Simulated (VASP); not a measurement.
Write the native input for VASP 6.6.1 that does the following.

```yaml
Task: relaxation of cell and atoms
Functional: PBE
Potentials_or_basis: VASP PAW PBE potentials, release 64 (Mg, Zr_sv, O)
Cutoff: 600 eV
k_mesh: 4 × 4 × 4
Occupations: gaussian, width 0.1 eV
Spin: no spin polarisation
Dipole_correction: no
Further_INCAR_settings: ALGO = Normal; EDIFF = 1e-07; IBRION = 2; EDIFFG = -0.04; NSW = 90; ISIF = 3
```

The structure of MgZr2O2 lies in POSCAR:

```
MgZr2O2
1.0
    3.9220839500      0.0000000000      0.0000000000
    0.0000000000      3.9220839500      0.0000000000
    0.0000000000      0.0000000000      5.0623310100
Mg Zr O
1 2 2
Direct
    0.0000000000      0.0000000000      0.5000000000
    0.0000000000      0.0000000000      0.0000000000
    0.5000000000      0.5000000000      0.5000000000
    0.0000000000      0.5000000000      0.5000000000
    0.5000000000      0.0000000000      0.5000000000
```

The input as run:

INCAR

```
PREC     = Accurate       # precision mode
ENCUT    = 600            # plane-wave cutoff, eV
EDIFF    = 1E-7           # SCF threshold, eV
ISMEAR   = 0              # smearing method
SIGMA    = 0.1            # smearing width, eV
LREAL    = False          # projectors in reciprocal space
LASPH    = True           # aspherical terms in the spheres
NELM     = 100            # most SCF steps
ALGO     = Normal         # electronic algorithm
ISIF     = 3              # what is computed and relaxed
LWAVE    = False          # write WAVECAR
LCHARG   = False          # write CHGCAR
GGA      = PE             # functional
IBRION   = 2              # ionic algorithm
NSW      = 90             # ionic steps
EDIFFG   = -0.04          # ionic threshold
```

KPOINTS

```
Automatic mesh
0
Gamma
  4 4 4
```

Potentials or basis: VASP PAW PBE potentials, release 64 (Mg, Zr_sv, O).

The run is started by

```sh
$ cat potpaw_PBE.64/Mg/POTCAR potpaw_PBE.64/Zr_sv/POTCAR potpaw_PBE.64/O/POTCAR > POTCAR
$ mpirun -np 1 vasp_std > vasp.out
```

Results of the run:

The relaxed volume is 20.94 Å³/atom, the relaxed cell is a = 4.155 Å, b = 4.155 Å, c = 6.063 Å, α = 90.00°, β = 90.00°, γ = 90.00° and the space group after relaxing (to 0.05 Å) is P4/mmm (No. 123). The energy gained by relaxing is 408.2 meV/atom, the ionic steps are 10 and the pressure after relaxing is 0.0 GPa. The band gap on the k mesh is zero (band 19 reaches 5.72 eV, above the bottom of band 20 at 4.86 eV).

Caveat: the k points lie up to 0.38 Å⁻¹ apart in the final cell; the volume moved by over 15 % at a fixed basis, so the end points are rough.

It took 11 min on 1 thread of AMD EPYC 7R13 (shared host), peak memory 0.2 GiB.
